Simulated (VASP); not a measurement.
**C (a cell with a defect): single point with PBE**

C (a cell with a defect):

```xyz
15
Lattice="3.5715 0.0000 -3.5715 0.0000 3.5715 -3.5715 3.5715 3.5715 0.0000" Properties=species:S:1:pos:R:3 pbc="T T T"
C     1.7858    1.7858   -1.7858
C     3.5715    5.3573   -3.5715
C     1.7858    3.5715   -3.5715
C     5.3573    3.5715   -3.5715
C     3.5715    1.7858   -3.5715
C     5.3573    5.3573   -5.3573
C     3.5715    3.5715   -5.3573
C     0.8929    0.8929   -0.8929
C     2.6787    2.6787   -0.8929
C     0.8929    2.6787   -2.6787
C     3.0448    4.0983   -2.7412
C     2.6787    0.8929   -2.6787
C     4.4644    2.6787   -2.6787
C     2.6787    2.6787   -4.4644
C     4.4644    4.4644   -4.4644
```

This cell differs from its parent crystal: atoms taken out, atom 11 moved 0.250 of the way to it and -0.350 Å across, host rigid.

```
Program             : VASP 6.6.1
Task                : single point
Functional          : PBE
Potentials or basis : VASP PAW PBE potentials, release 64 (C)
Cutoff              : 520 eV
k mesh              : 6 × 6 × 6
Occupations         : gaussian, width 0.05 eV
Spin                : no spin polarisation
```

```json
{"Pressure": "-6.6 GPa", "Largest force": "6.209 eV/Å", "Band gap on the k mesh": "zero (bands 30 and 31 overlap by 1.93 eV)"}
```

Forces on the atoms (eV/Å):
```
C   -0.040  0.040 -0.963
C    1.984 -0.801 -0.604
C    0.801 -1.984 -0.604
C    0.536  0.450 -0.615
C   -0.450 -0.536 -0.615
C   -0.644  0.644  1.805
C   -0.052  0.052 -0.009
C    2.231  2.155  2.994
C   -2.155 -2.231  2.994
C    0.031 -0.031  0.148
C   -4.342  4.342  0.924
C    0.029 -0.029  0.121
C    1.077 -1.077 -2.981
C   -0.329 -1.323 -1.298
C    1.323  0.329 -1.298
```

Stress tensor (GPa, compression positive):
```
-12.49   9.78 -10.38
  9.78 -12.49  10.38
-10.38  10.38   5.08
```

Levels at points of the mesh, in eV from the Fermi level:
| k point | band 27 | band 28 | band 29 | band 30 | band 31 | band 32 | band 33 | band 34 |
| --- | --- | --- | --- | --- | --- | --- | --- | --- |
| (0.00, 0.00, 0.00) | -1.57 | -1.45 | -1.08 | 1.55 | 2.04 | 2.14 | 3.31 | 4.40 |
| (0.50, 0.00, 0.00) | -3.57 | -2.50 | -2.09 | -2.07 | 1.55 | 1.63 | 4.22 | 5.53 |
| (0.00, 0.50, 0.00) | -3.84 | -2.04 | -1.61 | -0.28 | 0.46 | 1.18 | 4.45 | 5.78 |
| (0.00, 0.00, 0.50) | -2.66 | -2.24 | -2.14 | -1.90 | 1.05 | 2.53 | 3.14 | 5.62 |
| (0.50, 0.50, 0.00) | -3.64 | -3.39 | -2.74 | -2.00 | 0.39 | 1.93 | 3.21 | 4.42 |
| (0.00, 0.50, 0.50) | -3.66 | -3.41 | -1.73 | -1.46 | -0.17 | 1.11 | 4.05 | 4.49 |

Wall time 9.2 min on 1 thread of Intel(R) Xeon(R) Platinum 8259CL CPU @ 2.50GHz (Skylake/Cascade Lake), with other jobs on the host, peak memory 0.32 GiB.

Caveat: the cell differs from its parent crystal (atoms taken out, atom 11 moved 0.250 of the way to it and -0.350 Å across, host rigid).
